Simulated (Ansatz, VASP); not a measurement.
**Two plane-wave programs on ZnSe**

File POSCAR:

```
ZnSe
1.0
    0.0000000000      2.8324246793      2.8324246793
    2.8324246793      0.0000000000      2.8324246793
    2.8324246793      2.8324246793      0.0000000000
Zn Se
1 1
Direct
    0.0000000000      0.0000000000      0.0000000000
    0.2500000000      0.2500000000      0.2500000000
```

File INCAR.step1:

```
SYSTEM = ZnSe
PREC = Accurate
ENCUT = 520
ISMEAR = 0
SIGMA = 0.01
LREAL = .FALSE.
LASPH = .TRUE.
NELM = 60
NBANDS = 16
GGA = PE
ALGO = Normal
EDIFF = 1E-4
LWAVE = .TRUE.
LCHARG = .FALSE.
```

The input INCAR.step2:

```
SYSTEM = ZnSe
PREC = Accurate
ENCUT = 520
EDIFF = 1E-6
ISMEAR = 0
SIGMA = 0.01
LREAL = .FALSE.
LASPH = .TRUE.
NELM = 60
ALGO = Normal
ISIF = 2
LWAVE = .FALSE.
LCHARG = .FALSE.
METAGGA = R2SCAN
LMIXTAU = .TRUE.
NBANDS = 16
ISTART = 1
```

File KPOINTS:

```
Automatic mesh
0
G
  8 8 8
  0 0 0
```

Input for Ansatz:

```yaml
crystal:
  lattice:
    - [0.0, 2.8324246793, 2.8324246793]
    - [2.8324246793, 0.0, 2.8324246793]
    - [2.8324246793, 2.8324246793, 0.0]
  atoms:
    - { symbol: Zn, position: [0.0, 0.0, 0.0] }
    - { symbol: Se, position: [0.25, 0.25, 0.25] }
kpoints:
  mp_grid: { grid: [8, 8, 8] }
  band_path:
    path:
      - [0.0, 0.0, 0.0]
      - [-0.5, -0.5, 0.0]
      - [-0.375, -0.375, 0.25]
      - [-0.375, 0.0, 0.375]
      - [0.0, 0.0, 0.5]
      - [-0.5, -0.25, 0.25]
    npoints: 1
hamiltonian:
  xc: r2scan
scf:
  occupations: { method: fixed }
  n_extra_bands: 4
output:
  forces: true
  stress: true
  eigenvalues: true
```

Alike in both runs: task single point; functional r2SCAN; k mesh 8 × 8 × 8; no spin polarisation.

|  | VASP | Ansatz |
| --- | --- | --- |
| version | VASP 6.6.1 | Ansatz 0.2.0 |
| potentials or method | VASP PAW PBE potentials, release 64 (Zn, Se) | plane waves, PAW |
| plane-wave cutoff (eV) | 520 | 500 |
| occupations | gaussian, width 0.01 eV | fixed |
| valence electrons in the cell | 18 | 28 |

VASP gave:

- gap on the k mesh at the Fermi level (eV): 1.87
- pressure (GPa): 0.1

Problem. Which values does Ansatz return?

Solution. gap on the k mesh at the Fermi level (eV): 1.87; pressure (GPa): 0.0.

VASP's potentials were made for PBE, not for r2SCAN. VASP's potentials hold 18 valence electrons a cell and Ansatz's 28, so a difference there can come from the potentials and not from the codes.
